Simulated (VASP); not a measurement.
# WSe2 (R3m) in VASP: single point with r2SCAN

Aim: the single point of WSe2 with r2SCAN.

Everything below comes from runs of VASP 6.6.1. Logs are shortened: lines on timing, memory, paths and dates and some standing lists are left out, and cuts for length are marked.

## 1. The cell of the first run

The structure is trigonal, space group R3m (No. 160). Conventional cell: a = 3.320 Å, b = 3.320 Å, c = 19.437 Å, α = 90.00°, β = 90.00°, γ = 120.00°. W (site symmetry 3m) has 6 Se at 2.51 to 2.54 Å and 6 W at 3.32 Å within 3.4 Å. Within 3.4 Å of Se (site symmetry 3m) lie 3 W at 2.51 Å and 7 Se at 3.29 to 3.32 Å. Within 3.4 Å of Se (site symmetry 3m) lie 3 W at 2.54 Å and 7 Se at 3.29 to 3.32 Å.

## 2. Single point, r2SCAN

POSCAR reads:

```
WSe2
1.0
    3.3197900000      0.0000000000      0.0000000000
   -1.6598950000      2.8750250000      0.0000000000
    0.0000000000     -1.9166800000      6.4790890000
W Se
1 2
Direct
    0.0000000000      0.0000000000      0.0000000000
    0.2497000000      0.4994000000      0.7491000000
    0.4190000000      0.8380000000      0.2570000000
```

INCAR.step1 reads:

```
PREC     = Accurate       # precision mode
ENCUT    = 520            # plane-wave cutoff, eV
ISMEAR   = -1             # smearing method
SIGMA    = 0.0472         # smearing width, eV
LREAL    = False          # projectors in reciprocal space
LASPH    = True           # aspherical terms in the spheres
NELM     = 80             # most SCF steps
NBANDS   = 20             # bands
GGA      = PE             # functional
ALGO     = Normal         # electronic algorithm
EDIFF    = 1E-4           # SCF threshold, eV
LWAVE    = True           # write WAVECAR
LCHARG   = False          # write CHGCAR
```

INCAR.step2 reads:

```
PREC     = Accurate       # precision mode
ENCUT    = 520            # plane-wave cutoff, eV
EDIFF    = 1E-6           # SCF threshold, eV
ISMEAR   = -1             # smearing method
SIGMA    = 0.0472         # smearing width, eV
LREAL    = False          # projectors in reciprocal space
LASPH    = True           # aspherical terms in the spheres
NELM     = 80             # most SCF steps
ALGO     = Normal         # electronic algorithm
ISIF     = 2              # what is computed and relaxed
LWAVE    = False          # write WAVECAR
LCHARG   = False          # write CHGCAR
METAGGA  = R2SCAN         # meta-GGA
LMIXTAU  = True         
NBANDS   = 20             # bands
ISTART   = 1
```

KPOINTS reads:

```
Automatic mesh
0
Gamma
  9 9 9
```

Potentials or basis: VASP PAW PBE potentials, release 64 (W_sv, Se).

Started as:

```sh
cat potpaw_PBE.64/W_sv/POTCAR potpaw_PBE.64/Se/POTCAR > POTCAR
cp INCAR.step1 INCAR
mpirun -np 1 vasp_std > vasp.out
cp INCAR.step2 INCAR
mpirun -np 1 vasp_std > vasp.out
```

OUTCAR:

```text
PREC = Accurate
   ENCUT = 520
   EDIFF = 1E-6
   ISMEAR = -1
   LREAL = False
   LASPH = True
   NELM = 80
   ISIF = 2
   METAGGA = R2SCAN
   ISTART = 1

 ion  position               nearest neighbor table
   1  0.000  0.000  0.000-   2 2.51   2 2.51   2 2.51   3 2.54   3 2.54   3 2.54
   2  0.250  0.499  0.749-   1 2.51   1 2.51   1 2.51
   3  0.419  0.838  0.257-   1 2.54   1 2.54   1 2.54

  LATTYP: Found a trigonal (rhomboedric) cell.
 ALAT       =     6.7566453579
 COS(alpha) =     0.8792938260

  Lattice vectors:

 A1 = (   0.0000000000,  -1.9166800000,   6.4790890000)
 A2 = (   1.6598950000,   0.9583450000,   6.4790890000)
 A3 = (  -1.6598950000,   0.9583450000,   6.4790890000)

Analysis of symmetry for initial positions (statically):
=====================================================================
 Subroutine PRICEL returns:
 Original cell was already a primitive cell.

 Routine SETGRP: Setting up the symmetry group for a
 trigonal (rhombohedral) supercell.

 Subroutine GETGRP returns: Found  6 space group operations
 (whereof  6 operations were pure point group operations)
 out of a pool of 12 trial point group operations.

The static configuration has the point symmetry C_3v.

Analysis of symmetry for dynamics (positions and initial velocities):
=====================================================================
 Subroutine PRICEL returns:
 Original cell was already a primitive cell.

 Routine SETGRP: Setting up the symmetry group for a
 trigonal (rhombohedral) supercell.

 Subroutine GETGRP returns: Found  6 space group operations
 (whereof  6 operations were pure point group operations)
 out of a pool of 12 trial point group operations.

The dynamic configuration has the point symmetry C_3v.

 Subroutine INISYM returns: Found  6 space group operations
 (whereof  6 operations are pure point group operations),
 and found     1 'primitive' translations

----------------------------------------------------------------------------------------

                                     Primitive cell

  volume of cell :      61.8395

  direct lattice vectors                    reciprocal lattice vectors
     3.319790000  0.000000000  0.000000000     0.301223873  0.173911531  0.051447473
    -1.659895000  2.875025000  0.000000000     0.000000000  0.347823062  0.102894945
     0.000000000 -1.916680000  6.479089000     0.000000000  0.000000000  0.154342686

  length of vectors
     3.319790000  3.319792187  6.756645358     0.351607572  0.362723383  0.154342686

  position of ions in fractional coordinates (direct lattice)
     0.000000000  0.000000000  0.000000000
     0.249700000  0.499400000  0.749100000
     0.419000000  0.838000000  0.257000000

  ion indices of the primitive-cell ions
   primitive index   ion index
                 1           1
                 2           2
                 3           3

----------------------------------------------------------------------------------------

 KPOINTS: Automatic mesh

Automatic generation of k-mesh.
 Grid dimensions read from file:
 generate k-points for:    9    9    9

 Generating k-lattice:

  Cartesian coordinates                     Fractional coordinates (reciprocal lattice)
     0.033469319  0.019323503  0.005716386     0.111111111  0.000000000  0.000000000
     0.000000000  0.038647007  0.011432772     0.000000000  0.111111111  0.000000000
     0.000000000  0.000000000  0.017149187     0.000000000  0.000000000  0.111111111

  Length of vectors
     0.039067508  0.040302598  0.017149187

  Shift w.r.t. Gamma in fractional coordinates (k-lattice)
     0.000000000  0.000000000  0.000000000

 Subroutine IBZKPT returns following result:
 ===========================================

 Found     85 irreducible k-points:

 Following reciprocal coordinates:
            Coordinates               Weight
  0.000000  0.000000  0.000000      1.000000
  0.111111  0.000000 -0.000000      6.000000
  0.222222  0.000000  0.000000      6.000000
  0.333333  0.000000 -0.000000      6.000000
  0.444444  0.000000  0.000000      6.000000
  0.000000  0.111111 -0.000000      6.000000
[... 16 lines left out ...]
  0.333333  0.333333  0.000000      6.000000
  0.000000  0.444444  0.000000      6.000000
 [... further k-points ...]
   k-points           NKPTS =     85   k-points in BZ     NKDIM =     85   number of bands    NBANDS=     20
   number of dos      NEDOS =    301   number of ions     NIONS =      3
   total plane-waves  NPLWV =  39200
   dimension x,y,z NGX =    28 NGY =   28 NGZ =   50
   dimension x,y,z NGXF=    56 NGYF=   56 NGZF=  100
   ions per type =               1   2
   NGX,Y,Z   is equivalent  to a cutoff of  14.02, 14.02, 12.30 a.u.
   NGXF,Y,Z  is equivalent  to a cutoff of  28.04, 28.04, 24.60 a.u.
 SYSTEM =  unknown system
   PREC   = accura    normal or accurate (medium, high low for compatibility)
   ISTART =      1    job   : 0-new  1-cont  2-samecut
   ICHARG =      0    charge: 1-file 2-atom 10-const
   ISPIN  =      1    spin polarized calculation?
   LNONCOLLINEAR =      F non collinear calculations
   LSORBIT =      F    spin-orbit coupling
   LASPH  =      T    aspherical Exc in radial PAW
   ENCUT  =  520.0 eV  38.22 Ry    6.18 a.u.   6.17  6.17 12.56*2*pi/ulx,y,z
   NELM   =     80;   NELMIN=  2; NELMDL=  0     # of ELM steps
   EDIFF  = 0.1E-05   stopping-criterion for ELM
   LREAL  =      F    real-space projection
   EDIFFG = 0.1E-04   stopping-criterion for IOM
   NSW    =      0    number of steps for IOM
   IBRION =     -1    ionic relax: 0-MD 1-quasi-New 2-CG
   NFREE  =      0    steps in history (QN), initial steepest desc. (CG)
   ISIF   =      2    stress and relaxation
   ISYM   =      2    0-nonsym 1-usesym 2-fastsym
   POTIM  = 0.5000    time-step for ionic-motion
   TEBEG  =    0.0;   TEEND  =   0.0 temperature during run
   PSTRESS=    0.0 pullay stress
   NELECT =      26.0000    total number of electrons
   NUPDOWN=      -1.0000    fix difference up-down
   EMIN   =  10.00;   EMAX   =-10.00  energy-range for DOS
   EFERMI =   0.00;   METHOD = LEGACY
   ISMEAR =    -1;   SIGMA  =   0.05  broadening in eV -4-tet -1-fermi 0-gaus
   EFERMI_NEDOS =   21; number of points for ismear=-14 and -15
   IALGO  =     38    algorithm
   IMIX   =      4    mixing-type and parameters
     AMIX     =   0.40;   BMIX     =  1.00
     AMIX_MAG =   1.60;   BMIX_MAG =  1.00
  volume/ion in A,a.u.               =      20.61       139.10
  Fermi-wavevector in a.u.,A,eV,Ry     =   1.226433  2.317623 20.465044  1.504138
  Thomas-Fermi vector in A             =   2.361434
   LORBIT       =      0    0 simple, 1 ext, 2 COOP (PROOUT), +10 PAW based schemes
   METAGGA = R2SCAN    functional components
   LHFCALC =     F    Hartree Fock is set to
   AEXX    =    0.0000 exact exchange contribution
   IVDW    =     0    specifies the selected vdW correction
   LEPSILON=     F    determine dielectric tensor
   LRPA    =     F    only Hartree local field effects (RPA)
 non-spin polarized calculation
  energy-cutoff  :      520.00
  volume of cell :       61.84
 maximum number of plane-waves:      1683
 NGX is ok and might be reduce to    28
   NGX = 13   NGY = 13   NGZ = 25

 number of electron      26.0000003 magnetization

 Free energy of the ion-electron system (eV)
  ---------------------------------------------------
  ext. energy  EPLUGINS =         0.00000000
  ---------------------------------------------------
  free energy    TOTEN  =       -81.76358719 eV

  energy without entropy =      -81.76358702  energy(sigma->0) =      -81.76358710

 E-fermi :   6.5352     XC(G=0): -11.2872

 val. band max:        6.0261208232   @ k =   0.0000   0.0000   0.4444
 cond. band min:       7.1466850325   @ k =   0.3333   0.3333   0.0000
 fundamental gap:      1.1205642094
 Fermi energy:         6.5352124254

 k-point     1 :       0.0000    0.0000    0.0000
  band No.  band energies     occupation
      1     -70.4195      2.00000
      2     -34.0027      2.00000
      3     -33.9070      2.00000
      4     -33.9069      2.00000
      5      -9.9980      2.00000
      6      -8.2793      2.00000
[... 12 lines left out ...]
     19      14.2036      0.00000
     20      14.6966      0.00000

 k-point     2 :       0.1111    0.0000   -0.0000
  band No.  band energies     occupation
      1     -70.4183      2.00000
      2     -33.9973      2.00000
      3     -33.9343      2.00000
      4     -33.9133      2.00000
      5      -9.8073      2.00000
      6      -8.2042      2.00000
[... 12 lines left out ...]
     19      14.7886      0.00000
     20      15.1317      0.00000

 k-point     3 :       0.2222    0.0000    0.0000
  band No.  band energies     occupation
      1     -70.4152      2.00000
      2     -34.0028      2.00000
      3     -33.9837      2.00000
      4     -33.9294      2.00000
      5      -9.2815      2.00000
      6      -7.9987      2.00000
[... 12 lines left out ...]
     19      14.5765      0.00000
     20      15.2280      0.00000

 k-point     4 :       0.3333    0.0000   -0.0000
  band No.  band energies     occupation
      1     -70.4117      2.00000
      2     -34.0797      2.00000
      3     -33.9683      2.00000
      4     -33.9476      2.00000
      5      -8.5763      2.00000
      6      -7.7324      2.00000
[... 12 lines left out ...]
     19      13.3576      0.00000
     20      13.9087      0.00000

 k-point     5 :       0.4444    0.0000    0.0000
  band No.  band energies     occupation
      1     -70.4094      2.00000
      2     -34.1293      2.00000
      3     -33.9595      2.00000
      4     -33.9581      2.00000
      5      -8.0131      2.00000
      6      -7.5359      2.00000
[... 12 lines left out ...]
     19      12.7803      0.00000
     20      13.4436      0.00000
[... 353 lines left out ...]
      6      -7.6604      2.00000
[... 12 lines left out ...]
     19      13.5050      0.00000
     20      14.6451      0.00000

 k-point    22 :       0.2222    0.3333    0.0000
  band No.  band energies     occupation
      1     -70.4083      2.00000
      2     -34.1022      2.00000
      3     -34.0146      2.00000
      4     -33.9537      2.00000
      5      -7.7237      2.00000
      6      -7.4916      2.00000
[... 12 lines left out ...]
     19      12.8756      0.00000
     20      14.5016      0.00000

 k-point    23 :       0.3333    0.3333    0.0000
  band No.  band energies     occupation
      1     -70.4077      2.00000
      2     -34.0797      2.00000
      3     -34.0539      2.00000
      4     -33.9510      2.00000
      5      -7.5912      2.00000
      6      -7.3921      2.00000
[... 12 lines left out ...]
     19      12.8809      0.00000
     20      15.1479      0.00000

 k-point    24 :       0.0000    0.4444    0.0000
  band No.  band energies     occupation
      1     -70.4093      2.00000
      2     -34.1293      2.00000
      3     -33.9595      2.00000
      4     -33.9582      2.00000
      5      -7.9309      2.00000
      6      -7.6366      2.00000
[... 12 lines left out ...]
     19      12.8815      0.00000
     20      14.3377      0.00000

 [... further k-points ...]

------------------------ aborting loop because EDIFF is reached ----------------------------------------

  FORCE on cell =-STRESS in cart. coord.  units (eV):
  Direction    XX          YY          ZZ          XY          YZ          ZX
  --------------------------------------------------------------------------------------
  -------------------------------------------------------------------------------------
  Total        0.4672930      0.4672938      1.4719224      0.0000000      0.0000008      0.0000000
  in kB       12.1069195     12.1069407     38.1354891      0.0000000      0.0000196      0.0000000
  external PRESSURE =      20.7831164 kB  Pullay stress =       0.0000000 kB

 VOLUME and BASIS-vectors are now :
 -----------------------------------------------------------------------------
  energy-cutoff  :      520.00
  volume of cell :       61.84
      direct lattice vectors                 reciprocal lattice vectors
     3.319790000  0.000000000  0.000000000     0.301223873  0.173911531  0.051447473
    -1.659895000  2.875025000  0.000000000     0.000000000  0.347823062  0.102894945
     0.000000000 -1.916680000  6.479089000     0.000000000  0.000000000  0.154342686

 POSITION                                       TOTAL-FORCE (eV/Angst)
 -----------------------------------------------------------------------------------
      0.00000      0.00000      0.00000        -0.000000      0.000000      0.578997
     -0.00000      0.00000      4.85349         0.000000     -0.000000     -0.512674
     -0.00000      1.91668      1.66513        -0.000000     -0.000000     -0.066323
 -----------------------------------------------------------------------------------
    total drift:                                0.000000      0.000036      0.000095

  FREE ENERGIE OF THE ION-ELECTRON SYSTEM (eV)
  ---------------------------------------------------
  free  energy   TOTEN  =       -81.7635871860 eV

  energy  without entropy=      -81.7635870222  energy(sigma->0) =      -81.76358710
```

Run time: 8.3 min. Hardware: 1 thread of Intel Xeon 8259CL, shared host; peak memory 0.27 GiB.

What came out:

| Item | Value |
| --- | --- |
| Free energy | -81.7636 eV |
| Pressure | 2.1 GPa |
| Largest force | 0.579 eV/Å |
| Band gap on the k mesh | 1.12 eV (least direct gap 1.59 eV) |

Forces in eV/Å, atoms in the order of the input:
```
W    0.000  0.000  0.579
Se   0.000  0.000 -0.513
Se   0.000  0.000 -0.066
```

Stress tensor (GPa, compression positive):
```
1.21 0.00 0.00
0.00 1.21 0.00
0.00 0.00 3.81
```

Levels at points of the mesh, in eV from the valence-band top:
```tsv
k point	band 9	band 10	band 11	band 12	band 13	band 14	band 15	band 16	band 17	band 18
(0.00, 0.00, 0.00)	-3.10	-1.93	-1.93	-1.28	-1.01	2.52	2.52	2.93	2.93	4.77
```

Caveat: the PAW data sets were made with another functional, which shifts forces and pressure a little; spin-orbit coupling is left out, which moves the levels of the heavy elements; an odd mesh through Γ misses points on the zone boundary, where band edges can lie.
